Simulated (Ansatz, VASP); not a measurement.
# BaZrO3 in VASP and in Ansatz

```
Ba Zr O
1.0
     4.18072    0.00000    0.00000
     0.00000    4.18072    0.00000
     0.00000    0.00000    4.18072
Ba Zr O
1 1 3
Direct
  0.00000 0.00000 0.00000
  0.50000 0.50000 0.50000
  0.50000 0.50000 0.00000
  0.00000 0.50000 0.50000
  0.50000 0.00000 0.50000
```

Alike in both runs: functional PBEsol; k mesh 6 × 6 × 6; occupations gaussian, width 0.02 eV; no spin polarisation.

Ansatz relaxed the structure, and its values are those at the end. VASP's run is a single point on that final structure, the one shown.

|  | VASP | Ansatz |
| --- | --- | --- |
| version | VASP 6.6.1 | Ansatz 0.2.0 |
| potentials or method | VASP PAW PBE potentials, release 64 (Ba_sv, Zr_sv, O), cutoff 600 eV | scalar-relativistic, plane waves, PAW |
| valence electrons in the cell | 40 | 40 |

```tsv
	VASP	Ansatz	Ansatz less VASP
gap on the k mesh at the Fermi level (eV)	3.12	3.18	+0.058
least direct gap on the mesh (eV)	3.34	3.36	+0.024
pressure (GPa)	1.0	0.0	-1.03
```

VASP's potentials were made for PBE, not for PBEsol, and Ansatz warns of the same on its side. The functional is the same, so the differences come from potentials, cutoffs and numerics.

Spin-orbit coupling is off throughout.
